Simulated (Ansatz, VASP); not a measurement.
## One calculation of Zr, two programs

```
CELL_PARAMETERS angstrom
3.20828 0.00000 0.00000
-1.60414 2.77845 0.00000
0.00000 0.00000 5.12877
ATOMIC_POSITIONS crystal
Zr 0.33333 0.66667 0.25000
Zr 0.66667 0.33333 0.75000
```

Alike in both runs: task single point; functional revPBE; k mesh 18 × 18 × 10; occupations fermi-dirac, width 0.1 eV; no spin polarisation.

|  | VASP | Ansatz |
| --- | --- | --- |
| version | VASP 6.6.1 | Ansatz 0.2.0 |
| potentials or method | VASP PAW PBE potentials, release 64 (Zr_sv), cutoff 520 eV | plane waves (420 eV) with PAW, scalar-relativistic |
| valence electrons in the cell | 24 | 24 |

```csv
,VASP,Ansatz,Ansatz less VASP
pressure (GPa),3.9,3.9,+0.01
"traceless stress, the component that is largest in VASP (GPa)",0.27,0.27,+0.007
```

VASP's potentials were made for PBE, not for revPBE.
